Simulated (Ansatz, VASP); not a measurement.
GaN: VASP beside Ansatz

Contents of INCAR:

```
SYSTEM = GaN
PREC = Accurate ; ENCUT = 520
EDIFF = 1E-7 ; ISMEAR = 0
SIGMA = 0.01 ; LREAL = .FALSE.
LASPH = .TRUE. ; NELM = 150
ALGO = Normal ; ISIF = 2
LWAVE = .FALSE. ; LCHARG = .FALSE.
LNONCOLLINEAR = .TRUE. ; MAGMOM = 0 0 0 0 0 0
LORBIT = 11 ; LSORBIT = .TRUE.
GGA_COMPAT = .FALSE. ; LORBMOM = .TRUE.
GGA = PS ; NBANDS = 30
```

The input KPOINTS:

```
regular mesh
0
G
  8 8 8
  0 0 0
```

POSCAR

```
GaN
1.0
    0.0000000000      2.2491336651      2.2491336651
    2.2491336651      0.0000000000      2.2491336651
    2.2491336651      2.2491336651      0.0000000000
Ga N
1 1
Direct
    0.0022230782      0.0022230782      0.0022230782
    0.2500000000      0.2500000000      0.2500000000
```

Input for Ansatz:

```yaml
crystal:
  lattice:
    - [0.0, 2.24913366513, 2.24913366513]
    - [2.24913366513, 0.0, 2.24913366513]
    - [2.24913366513, 2.24913366513, 0.0]
  atoms:
    - { symbol: Ga, position: [0.002223078191, 0.002223078191, 0.002223078191] }
    - { symbol: "N", position: [0.25, 0.25, 0.25] }
kpoints:
  mp_grid: { grid: [8, 8, 8] }
scf:
  occupations: { method: fixed }
  convergence: { dr2_threshold: 1.0e-10 }
hamiltonian:
  xc: pbesol
  pseudopotentials: { kind: all_electron, lapw: { basis_error: 0.0005 } }
magnetization:
  noncollinear: true
  spin_orbit: true
output:
  forces: true
  stress: true
  eigenstates:
    kpoints:
      - [0.0, 0.0, 0.0]
      - [0.5, 0.5, 0.0]
      - [0.5, 0.0, 0.5]
      - [0.0, 0.5, 0.5]
      - [0.0, 0.5, 0.0]
      - [0.5, 0.0, 0.0]
      - [0.0, 0.0, 0.5]
      - [0.5, 0.5, 0.5]
  eigenvalues: true
```

Change from the starting cell: atom 1 moved by [0.01, 0.01, 0.01] A.

Alike in both runs: task single point; functional PBEsol; k mesh 8 × 8 × 8; non-collinear spin, spin-orbit coupling.

|  | VASP | Ansatz |
| --- | --- | --- |
| version | VASP 6.6.1 | Ansatz 0.2.0 |
| potentials or method | VASP PAW PBE potentials, release 64 (Ga_d, N), cutoff 520 eV | all-electron LAPW |
| occupations | gaussian, width 0.01 eV | fixed |

```tsv
	VASP	Ansatz	Ansatz less VASP
pressure (GPa)	-0.2	0.0	+0.20
traceless stress, the component that is largest in VASP (GPa)	0.60	0.62	+0.012
rms of the force components (eV/Å)	0.127	0.129	+0.0017
net moment per atom (μB)	0.00	0.00	0.000
```

VASP's potentials were made for PBE, not for PBEsol. Atom by atom the forces differ by 0.002 eV/Å (rms over components). Ansatz ran all-electron here, and VASP with PAW potentials.
